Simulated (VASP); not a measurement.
## AlN: single point with r2SCAN

The system is AlN.

```
Al N
1.0
     4.36799    0.00000    0.00000
     0.00000   -4.36799    0.00000
     0.00000    0.00000   -4.36799
Al N
4 4
Direct
  0.00809 0.49191 0.50000
  0.50000 0.00000 0.50000
  0.50000 0.50000 0.00000
  0.00000 0.00000 0.00000
  0.75000 0.75000 0.75000
  0.25000 0.25000 0.75000
  0.25000 0.75000 0.25000
  0.75000 0.25000 0.25000
```

This cell differs from its parent crystal: atom 1 (Al) moved +0.050 Å along Cartesian [1 1 0].

```yaml
Program: VASP 6.6.1
Task: single point
Functional: r2SCAN
Potentials_or_basis: VASP PAW PBE potentials, release 64 (Al, N)
Cutoff: 520 eV
k_mesh: 6 × 6 × 6
Occupations: gaussian, width 0.05 eV
Spin: no spin polarisation
```

```yaml
Pressure: 0.0 GPa
Largest_force: 1.092 eV/Å
Band_gap_on_the_k_mesh: 3.76 eV
```

Forces in eV/Å, atoms in the order of the input:
```
Al  -0.770 -0.770  0.070
Al   0.180  0.180 -0.002
Al   0.180 -0.126  0.002
Al  -0.126  0.180  0.002
N    0.187  0.187  0.130
N    0.244  0.244 -0.195
N    0.050  0.057 -0.004
N    0.057  0.050 -0.004
```

Stress tensor (GPa, compression positive):
```
-0.06  0.11 -0.60
 0.11 -0.06 -0.60
-0.60 -0.60  0.02
```

Levels at points of the mesh, in eV from the valence-band top:
| k point | band 13 | band 14 | band 15 | band 16 | band 17 | band 18 | band 19 | band 20 |
| --- | --- | --- | --- | --- | --- | --- | --- | --- |
| (0.00, 0.00, 0.00) | -1.80 | -0.07 | -0.04 | 0.00 | 3.76 | 3.90 | 4.01 | 4.86 |
| (0.50, 0.00, 0.00) | -1.13 | -1.10 | -0.97 | -0.93 | 6.50 | 6.64 | 6.67 | 6.81 |
| (0.00, 0.00, 0.50) | -1.03 | -1.03 | -1.03 | -1.03 | 6.48 | 6.63 | 6.67 | 6.82 |
| (0.50, 0.50, 0.00) | -0.61 | -0.57 | -0.56 | -0.52 | 8.40 | 8.57 | 8.57 | 8.73 |
| (0.00, 0.50, 0.50) | -0.68 | -0.62 | -0.52 | -0.46 | 8.41 | 8.56 | 8.58 | 8.72 |
| (0.50, 0.50, 0.50) | -0.49 | -0.46 | -0.46 | -0.38 | 8.13 | 8.17 | 8.17 | 8.21 |

Run time: 2 min on 1 thread of Intel(R) Xeon(R) 6975P-C (Granite Rapids) (shared host), peak memory 0.25 GiB.

Caveat: the cell differs from its parent crystal (atom 1 (Al) moved +0.050 Å along Cartesian [1 1 0]); the PAW data sets were made with another functional, which shifts forces and pressure a little. A k mesh can miss the band edges.
